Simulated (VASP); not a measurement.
Here is a VASP 6.6.1 calculation.

Contents of INCAR:

```
PREC = Accurate
ENCUT = 520
EDIFF = 1E-6
ISMEAR = 0
SIGMA = 0.01
LREAL = F
LASPH = T
NELM = 80
ALGO = Normal
ISIF = 2
LWAVE = F
LCHARG = F
GGA = PE
NBANDS = 24
```

The input KPOINTS:

```
regular mesh
0
Gamma
  6 6 4
```

The input POSCAR:

```
CaSe
1.0
    4.1078868688      0.0000000000      0.0000000000
   -2.0539434344      3.5575343842      0.0000000000
    0.0000000000      0.0000000000      7.1263463652
Ca Se
2 2
Direct
    0.0000000000      0.0000000000      0.0000000000
    0.0000000000      0.0000000000      0.5000000000
    0.3333333333      0.6666666667      0.2500000000
    0.6666666667      0.3333333333      0.7500000000
```

Potentials or basis: VASP PAW PBE potentials, release 64 (Ca_sv, Se).

Run with:

```console
$ cat potpaw_PBE.64/Ca_sv/POTCAR potpaw_PBE.64/Se/POTCAR > POTCAR
$ mpirun -np 1 vasp_std > vasp.out
```

What does it give for the band gap on the k mesh?

2.17 eV, indirect (least direct gap 2.40 eV).

Predict the pressure.

1.7 GPa.

Stress tensor (GPa, compression positive):
```
1.59 0.00 0.00
0.00 1.59 0.00
0.00 0.00 1.81
```

 A k mesh can miss the band edges.
